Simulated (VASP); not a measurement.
# HfRu3: single point with PBE

HfRu3:

```
Hf Ru
1.0
     3.87666    0.00000    0.00000
     0.00000    3.87666    0.00000
     0.00000    0.00000    3.95577
Hf Ru
1 3
Cartesian
  0.0000 0.0000 0.0000
  0.0000 1.9383 1.9779
  1.9383 0.0000 1.9779
  1.9383 1.9383 0.0000
```

- Program: VASP 6.6.1
- Task: single point
- Functional: PBE
- Potentials or basis: VASP PAW PBE potentials, release 64 (Hf_pv, Ru_pv)
- Cutoff: 520 eV
- k mesh: 6 × 6 × 6
- Occupations: fermi-dirac, width 0.05 eV
- Spin: no spin polarisation
- Dipole correction: no
- Further INCAR settings: ALGO = Normal; EDIFF = 1e-06; NBANDS = 34

The pressure is 8.2 GPa and the band gap on the k mesh is zero (bands 26 and 27 overlap by 3.10 eV).

Stress tensor (GPa, compression positive):
```
9.28 0.00 0.00
0.00 9.28 0.00
0.00 0.00 6.05
```

Levels at points of the mesh, in eV from the Fermi level:
| k point | band 23 | band 24 | band 25 | band 26 | band 27 | band 28 | band 29 | band 30 | band 31 | band 32 |
| --- | --- | --- | --- | --- | --- | --- | --- | --- | --- | --- |
| (0.00, 0.00, 0.00) | 0.44 | 0.67 | 1.78 | 2.22 | 2.22 | 2.37 | 3.74 | 4.15 | 4.15 | 4.99 |
| (0.50, 0.00, 0.00) | -0.93 | -0.68 | -0.40 | -0.35 | -0.27 | 0.83 | 2.22 | 2.33 | 2.36 | 3.52 |
| (0.50, 0.50, 0.00) | -2.26 | -1.14 | -0.89 | -0.84 | -0.84 | 0.02 | 0.09 | 3.21 | 3.21 | 3.81 |
| (0.00, 0.00, 0.50) | -1.14 | -0.84 | -0.32 | -0.29 | -0.29 | 0.96 | 2.38 | 2.49 | 2.49 | 3.29 |
| (0.50, 0.00, 0.50) | -2.27 | -1.17 | -0.92 | -0.89 | -0.88 | -0.07 | 0.00 | 3.14 | 3.17 | 3.68 |
| (0.50, 0.50, 0.50) | -1.15 | -0.88 | 0.96 | 1.67 | 1.70 | 1.70 | 1.76 | 1.84 | 1.84 | 4.42 |

It took 43 s on 1 thread of Intel(R) Xeon(R) Platinum 8488C (Sapphire Rapids) (shared host), peak memory 0.21 GiB.

Caveat: the cell stands under pressure; spin-orbit coupling is left out, which moves the levels of the heavy elements.
